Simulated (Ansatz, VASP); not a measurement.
Al: VASP beside Ansatz

File INCAR:

```
ALGO     = Normal         # electronic algorithm
EDIFF    = 1E-7           # SCF threshold, eV
ENCUT    = 520            # plane-wave cutoff, eV
GGA      = CA             # functional
ISIF     = 2              # what is computed and relaxed
ISMEAR   = -1             # smearing method
LASPH    = T              # aspherical terms in the spheres
LCHARG   = F              # write CHGCAR
LREAL    = F              # projectors in reciprocal space
LWAVE    = F              # write WAVECAR
NBANDS   = 8              # bands
NELM     = 100            # most SCF steps
PREC     = Accurate       # precision mode
SIGMA    = 0.1            # smearing width, eV
```

File KPOINTS:

```
k-points
0
Gamma
  16 16 16
```

The input POSCAR:

```
Al
1.0
   -1.6566129298      1.6566129298      1.6566129298
    1.6566129298     -1.6566129298      1.6566129298
    1.6566129298      1.6566129298     -1.6566129298
Al
1
Direct
    0.0000000000      0.0000000000      0.0000000000
```

Input for Ansatz:

```yaml
crystal:
  lattice:
    - [-1.6566129298, 1.6566129298, 1.6566129298]
    - [1.6566129298, -1.6566129298, 1.6566129298]
    - [1.6566129298, 1.6566129298, -1.6566129298]
  atoms:
    - { symbol: Al, position: [0.0, 0.0, 0.0] }
hamiltonian:
  xc: lda
  pseudopotentials:
    kind: paw
    azcp:
      Al: "pseudopotentials/Al.paw.azcp"
basis:
  ecutwfc: 420
  fft_grid_basis: typed
kpoints:
  mp_grid: { grid: [16, 16, 16], shift: [0, 0, 0] }
magnetization:
  spin_polarized: false
scf:
  occupations: { method: fermi_dirac, width: 0.1 }
  lower_state_search: "off"
output:
  stress: true
```

Alike in both runs: task single point; functional LDA; k mesh 16 × 16 × 16; occupations fermi-dirac, width 0.1 eV; no spin polarisation.

```csv
,VASP,Ansatz
version,VASP 6.6.1,Ansatz 0.2.0
potentials or method,"VASP PAW LDA potentials, release 64 (Al), cutoff 520 eV","plane waves (420 eV) with PAW, scalar-relativistic"
valence electrons in the cell,3,3
```

|  | VASP | Ansatz | Ansatz less VASP |
| --- | --- | --- | --- |
| pressure (GPa) | -6.5 | -6.5 | -0.03 |

Ansatz warns that its potentials were made for another functional, while VASP's fit it. LDA's correlation is that of Perdew and Zunger in VASP and of Perdew and Wang (1992) in Ansatz.
